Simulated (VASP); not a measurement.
# Pb2O: relaxation of cell and atoms with PBEsol

The system is Pb2O.

```
Pb O
1.0
     5.38000    0.00000    0.00000
     0.00000    5.38000    0.00000
     0.00000    0.00000    5.38000
Pb O
4 2
Cartesian
  1.3450 1.3450 1.3450
  4.0350 4.0350 1.3450
  1.3450 4.0350 4.0350
  4.0350 1.3450 4.0350
  0.0000 0.0000 0.0000
  2.6900 2.6900 2.6900
```

| Property | Result |
| --- | --- |
| Program | VASP 6.6.1 |
| Task | relaxation of cell and atoms |
| Functional | PBEsol |
| Potentials or basis | VASP PAW PBE potentials, release 64 (Pb_d, O) |
| Cutoff | 600 eV |
| k mesh | 4 × 4 × 4 |
| Occupations | fermi-dirac, width 0.15 eV |
| Spin | no spin polarisation |
| Target pressure | 10 GPa |
| Dipole correction | no |
| Further INCAR settings | ALGO = Normal; EDIFF = 1e-06; IBRION = 2; EDIFFG = -0.05; NSW = 100; ISIF = 3 |

- Relaxed volume: 22.70 Å³/atom
- Relaxed cell: a = 5.145 Å, b = 5.145 Å, c = 5.145 Å, α = 90.00°, β = 90.00°, γ = 90.00°
- Space group after relaxing (to 0.1 Å): Pn-3m (No. 224)
- Energy change on relaxing (the run minimises the enthalpy): +88.0 meV/atom
- Ionic steps: 3
- Pressure after relaxing: 9.8 GPa
- Band gap on the k mesh: zero (bands 34 and 35 overlap by 0.57 eV)

The path:
```tsv
step	energy change (eV)	largest force (eV/Å)	pressure (GPa)	volume (Å³)
1	0.0000	0.0000	-0.04	155.72
2	1.9365	0.0000	22.87	121.87
3	0.5281	0.0000	9.79	136.19
```

Final structure:
```
Pb O
1.0
     5.14492    0.00000    0.00000
     0.00000    5.14492    0.00000
     0.00000    0.00000    5.14492
Pb O
4 2
Direct
  0.25000 0.25000 0.25000
  0.75000 0.75000 0.25000
  0.25000 0.75000 0.75000
  0.75000 0.25000 0.75000
  0.00000 0.00000 0.00000
  0.50000 0.50000 0.50000
```

Levels at points of the mesh, in eV from the Fermi level:
```csv
k point,band 32,band 33,band 34,band 35,band 36,band 37
"(0.00, 0.00, 0.00)",-0.27,-0.27,-0.27,2.34,2.34,2.34
"(0.50, 0.00, 0.00)",-0.84,-0.76,-0.76,1.35,1.35,2.07
"(0.50, 0.50, 0.00)",-1.12,-0.21,-0.21,1.83,1.83,2.13
"(0.50, 0.50, 0.50)",-1.11,-0.79,-0.79,-0.79,1.41,5.25
```

Wall time 10 min on 1 thread of Intel Xeon 8259CL (shared host), peak memory 0.33 GiB.

Caveat: the cell is relaxed towards a set pressure, so the run minimises the enthalpy, not the energy; semilocal functionals underestimate gaps, and a narrow one can read as zero; the PAW data sets were made with another functional, which shifts forces and pressure a little; spin-orbit coupling is left out, which moves the levels of the heavy elements.
